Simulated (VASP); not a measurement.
# AlCo3 (Pm-3m) in VASP: a series of runs, part 2 of 3

VASP 6.6.1.

## 3. Single point, r2SCAN, collinear spin, ferromagnetic start

File POSCAR:

```
AlCo3
1.0
    3.5749480000      0.0000000000      0.0000000000
    0.0000000000      3.5749480000      0.0000000000
    0.0000000000      0.0000000000      3.5749480000
Al Co
1 3
Direct
    0.0000000000      0.0000000000      0.0000000000
    0.5000000000      0.5000000000      0.0000000000
    0.5000000000      0.0000000000      0.5000000000
    0.0000000000      0.5000000000      0.5000000000
```

File INCAR.step1:

```
SYSTEM = AlCo3
ALGO = Normal
EDIFF = 1E-4
ENCUT = 520
GGA = PE
ISMEAR = 0
ISPIN = 2
LASPH = .True.
LCHARG = .False.
LMAXMIX = 4
LREAL = .False.
LWAVE = .True.
MAGMOM = 0 1.76 1.76 1.76
NBANDS = 27
NELM = 150
PREC = Accurate
SIGMA = 0.1
```

File INCAR.step2:

```
SYSTEM = AlCo3
ALGO = Normal
EDIFF = 1E-6
ENCUT = 520
ISIF = 2
ISMEAR = 0
ISPIN = 2
ISTART = 1
LASPH = .True.
LCHARG = .False.
LMAXMIX = 4
LMIXTAU = .True.
LORBIT = 11
LREAL = .False.
LWAVE = .False.
MAGMOM = 0 1.76 1.76 1.76
METAGGA = R2SCAN
NBANDS = 27
NELM = 150
PREC = Accurate
SIGMA = 0.1
```

File KPOINTS:

```
Automatic mesh
0
Gamma
  8 8 8
  0.5 0.5 0.5
```

Potentials or basis: VASP PAW PBE potentials, release 64 (Al, Co).

Launch:

```sh
cat potpaw_PBE.64/Al/POTCAR potpaw_PBE.64/Co/POTCAR > POTCAR
cp INCAR.step1 INCAR
mpirun -np 1 vasp_std > vasp.out
cp INCAR.step2 INCAR
mpirun -np 1 vasp_std > vasp.out
```

OUTCAR:

```text
SYSTEM = AlCo3
   EDIFF = 1E-6
   ENCUT = 520
   ISIF = 2
   ISMEAR = 0
   ISPIN = 2
   ISTART = 1
   LASPH = .True.
   LORBIT = 11
   LREAL = .False.
   METAGGA = R2SCAN
   NELM = 150
   PREC = Accurate

 ion  position               nearest neighbor table
   1  0.000  0.000  0.000-   2 2.53   3 2.53   4 2.53   3 2.53   4 2.53   2 2.53   4 2.53   4 2.53
                             2 2.53   3 2.53   3 2.53   2 2.53
   2  0.500  0.500  0.000-   1 2.53   3 2.53   4 2.53   3 2.53   4 2.53   1 2.53   3 2.53   3 2.53
                             1 2.53   4 2.53   4 2.53   1 2.53
   3  0.500  0.000  0.500-   1 2.53   2 2.53   4 2.53   1 2.53   2 2.53   2 2.53   4 2.53   2 2.53
                             1 2.53   4 2.53   1 2.53   4 2.53
   4  0.000  0.500  0.500-   1 2.53   2 2.53   3 2.53   1 2.53   2 2.53   1 2.53   3 2.53   1 2.53
                             2 2.53   3 2.53   2 2.53   3 2.53

  LATTYP: Found a simple cubic cell.
 ALAT       =     3.5749480000

  Lattice vectors:

 A1 = (   3.5749480000,   0.0000000000,   0.0000000000)
[... 1404 lines left out ...]

  FORCE on cell =-STRESS in cart. coord.  units (eV):
  Direction    XX          YY          ZZ          XY          YZ          ZX
  --------------------------------------------------------------------------------------
  -------------------------------------------------------------------------------------
  Total        0.2415933      0.2415933      0.2415933      0.0000000     -0.0000000      0.0000000
  in kB        8.4720062      8.4720062      8.4720062      0.0000000     -0.0000000      0.0000000
  external PRESSURE =       8.4720062 kB  Pullay stress =       0.0000000 kB

 VOLUME and BASIS-vectors are now :
 -----------------------------------------------------------------------------
  energy-cutoff  :      520.00
  volume of cell :       45.69
      direct lattice vectors                 reciprocal lattice vectors
     3.574948000  0.000000000  0.000000000     0.279724348  0.000000000  0.000000000
     0.000000000  3.574948000  0.000000000     0.000000000  0.279724348  0.000000000
     0.000000000  0.000000000  3.574948000     0.000000000  0.000000000  0.279724348

 POSITION                                       TOTAL-FORCE (eV/Angst)
 -----------------------------------------------------------------------------------
      0.00000      0.00000      0.00000         0.000000      0.000000      0.000000
      1.78747      1.78747      0.00000         0.000000      0.000000      0.000000
      1.78747      0.00000      1.78747         0.000000      0.000000      0.000000
      0.00000      1.78747      1.78747         0.000000      0.000000      0.000000
 -----------------------------------------------------------------------------------
    total drift:                                0.000000      0.000000      0.000000

  FREE ENERGIE OF THE ION-ELECTRON SYSTEM (eV)
  ---------------------------------------------------
  free  energy   TOTEN  =       -47.1550208320 eV

  energy  without entropy=      -47.1459285501  energy(sigma->0) =      -47.15047469

 total charge

# of ion       s       p       d       tot
------------------------------------------
    1        0.411   0.433   0.000   0.844
    2        0.485   0.556   7.277   8.319
    3        0.485   0.556   7.277   8.319
    4        0.485   0.556   7.277   8.319
--------------------------------------------------
tot          1.868   2.102  21.832  25.801

 magnetization (x)

# of ion       s       p       d       tot
------------------------------------------
    1       -0.001  -0.040   0.000  -0.042
    2        0.013  -0.011   1.553   1.555
    3        0.013  -0.011   1.553   1.555
    4        0.013  -0.011   1.553   1.555
--------------------------------------------------
tot          0.037  -0.074   4.660   4.623
```

OUTCAR.step1:

```text
SYSTEM = AlCo3
   EDIFF = 1E-4
   ENCUT = 520
   GGA = PE
   ISMEAR = 0
[... 1446 lines left out ...]
      0.00000      0.00000      0.00000         0.000000      0.000000      0.000000
      1.78747      1.78747      0.00000         0.000000      0.000000      0.000000
      1.78747      0.00000      1.78747         0.000000      0.000000      0.000000
      0.00000      1.78747      1.78747         0.000000      0.000000      0.000000
 -----------------------------------------------------------------------------------
    total drift:                                0.000000      0.000000      0.000000

  FREE ENERGIE OF THE ION-ELECTRON SYSTEM (eV)
  ---------------------------------------------------
  free  energy   TOTEN  =       -25.5834453440 eV

  energy  without entropy=      -25.5514162776  energy(sigma->0) =      -25.56743081
```

OSZICAR.step1:

```text
N       E                     dE             d eps       ncg     rms          rms(c)
DAV:   1     0.183488516216E+03    0.18349E+03   -0.12277E+04  2160   0.132E+03
DAV:   2    -0.195040524657E+02   -0.20299E+03   -0.18786E+03  2166   0.279E+02
DAV:   3    -0.297296026821E+02   -0.10226E+02   -0.97013E+01  2410   0.816E+01
DAV:   4    -0.299228948114E+02   -0.19329E+00   -0.19296E+00  2566   0.102E+01
DAV:   5    -0.299312742561E+02   -0.83794E-02   -0.83786E-02  2786   0.188E+00    0.196E+01
DAV:   6    -0.295387623135E+02    0.39251E+00   -0.35320E+01  2549   0.953E+01    0.172E+01
DAV:   7    -0.256264737307E+02    0.39123E+01   -0.10816E+01  2567   0.513E+01    0.405E+00
DAV:   8    -0.256145251412E+02    0.11949E-01   -0.20740E-01  2546   0.366E+00    0.218E+00
DAV:   9    -0.255903268780E+02    0.24198E-01   -0.25075E-02  2993   0.188E+00    0.914E-01
DAV:  10    -0.255839491229E+02    0.63778E-02   -0.57385E-03  2984   0.742E-01    0.292E-01
DAV:  11    -0.255834515447E+02    0.49758E-03   -0.15681E-03  2779   0.515E-01    0.113E-01
DAV:  12    -0.255834453440E+02    0.62007E-05   -0.43374E-04  1422   0.171E-01
   1 F= -.25583445E+02 E0= -.25567431E+02  d E =-.320291E-01  mag=     3.8698
```

It took 3 min on 1 thread of Intel Xeon 6975P-C, shared host; peak memory 0.2 GiB.

Results:

```
Free energy                                           : -47.1550 eV
Pressure                                              : 0.8 GPa
Net moment                                            : 4.42 μB per cell
Site moments                                          : Al -0.04; Co +1.55 μB
Valence electrons inside the program's atomic spheres : Al 0.84; Co 8.32
```

Levels at points of the mesh, in eV from the Fermi level:
Spin up:
```tsv
k point	band 14	band 15	band 16	band 17	band 18	band 19	band 20	band 21
(0.06, 0.06, 0.06)	-1.26	-1.26	-0.97	0.25	0.47	0.47	6.56	6.56
```
Spin down:
| k point | band 10 | band 11 | band 12 | band 13 | band 14 | band 15 | band 16 | band 17 |
| --- | --- | --- | --- | --- | --- | --- | --- | --- |
| (0.06, 0.06, 0.06) | -1.15 | -0.24 | -0.24 | 0.45 | 0.45 | 1.04 | 1.04 | 1.42 |

Caveat: the PAW data sets were made with another functional, which shifts forces and pressure a little.

## 4. Single point, r2SCAN, collinear spin, ferromagnetic start

POSCAR is that of step 3.

File INCAR.step1:

```
SYSTEM = AlCo3
PREC     = Accurate       ! precision mode
ENCUT    = 520            ! plane-wave cutoff, eV
ISMEAR   = 0              ! smearing method
SIGMA    = 0.1            ! smearing width, eV
LREAL    = .False.        ! projectors in reciprocal space
LASPH    = .True.         ! aspherical terms in the spheres
NELM     = 150            ! most SCF steps
ISPIN    = 2              ! spin polarisation
MAGMOM   = 0 1.76 1.76 1.76 ! initial moments
LMAXMIX  = 4              ! l up to which the mixer works
NBANDS   = 27             ! bands
GGA      = PE             ! functional
ALGO     = Normal         ! electronic algorithm
EDIFF    = 1E-4           ! SCF threshold, eV
LWAVE    = .True.         ! write WAVECAR
LCHARG   = .False.        ! write CHGCAR
```

File INCAR.step2:

```
SYSTEM = AlCo3
PREC     = Accurate       ! precision mode
ENCUT    = 520            ! plane-wave cutoff, eV
EDIFF    = 1E-6           ! SCF threshold, eV
ISMEAR   = 0              ! smearing method
SIGMA    = 0.1            ! smearing width, eV
LREAL    = .False.        ! projectors in reciprocal space
LASPH    = .True.         ! aspherical terms in the spheres
NELM     = 150            ! most SCF steps
ALGO     = Normal         ! electronic algorithm
ISIF     = 2              ! what is computed and relaxed
LWAVE    = .False.        ! write WAVECAR
LCHARG   = .False.        ! write CHGCAR
ISPIN    = 2              ! spin polarisation
MAGMOM   = 0 1.76 1.76 1.76 ! initial moments
LORBIT   = 11             ! projections on sites
LMAXMIX  = 4              ! l up to which the mixer works
METAGGA  = R2SCAN         ! meta-GGA
LMIXTAU  = .True.       
NBANDS   = 27             ! bands
ISTART   = 1
```

File KPOINTS:

```
regular mesh
0
Gamma
  10 10 10
  0 0 0
```

Launch:

```sh
cat potpaw_PBE.64/Al/POTCAR potpaw_PBE.64/Co/POTCAR > POTCAR
cp INCAR.step1 INCAR
mpirun -np 1 vasp_std > vasp.out
cp INCAR.step2 INCAR
mpirun -np 1 vasp_std > vasp.out
```

Wall time 6.6 min (1 thread of Intel Xeon 6975P-C, shared host); peak memory 0.26 GiB.

The run converged. Its results:

```
Free energy                                           : -47.1548 eV
Pressure                                              : 1.1 GPa
Net moment                                            : 4.46 μB per cell
Site moments                                          : Al -0.04; Co +1.56 μB
Valence electrons inside the program's atomic spheres : Al 0.84; Co 8.32
```

Levels at points of the mesh, in eV from the Fermi level:
Spin up:
```csv
k point,band 15,band 16,band 17,band 18,band 19,band 20
"(0.00, 0.00, 0.00)",-0.91,-0.91,0.31,0.31,0.31,6.22
"(0.50, 0.00, 0.00)",-2.12,-2.12,-0.91,5.22,5.22,5.23
"(0.50, 0.50, 0.00)",-1.91,-1.77,-1.25,-0.06,-0.06,7.92
"(0.50, 0.50, 0.50)",-1.88,-1.31,-1.31,-1.31,-0.90,3.19
```
Spin down:
```tsv
k point	band 11	band 12	band 13	band 14	band 15	band 16
(0.00, 0.00, 0.00)	0.29	0.29	0.29	0.51	0.51	0.51
(0.50, 0.00, 0.00)	-0.90	-0.90	-0.22	0.48	0.51	0.75
(0.50, 0.50, 0.00)	-0.59	-0.58	-0.44	0.18	0.31	0.43
(0.50, 0.50, 0.50)	-1.09	-0.73	-0.73	0.41	0.41	0.41
```

Caveat: the PAW data sets were made with another functional, which shifts forces and pressure a little.

(Part 2 of 3 ends here.)
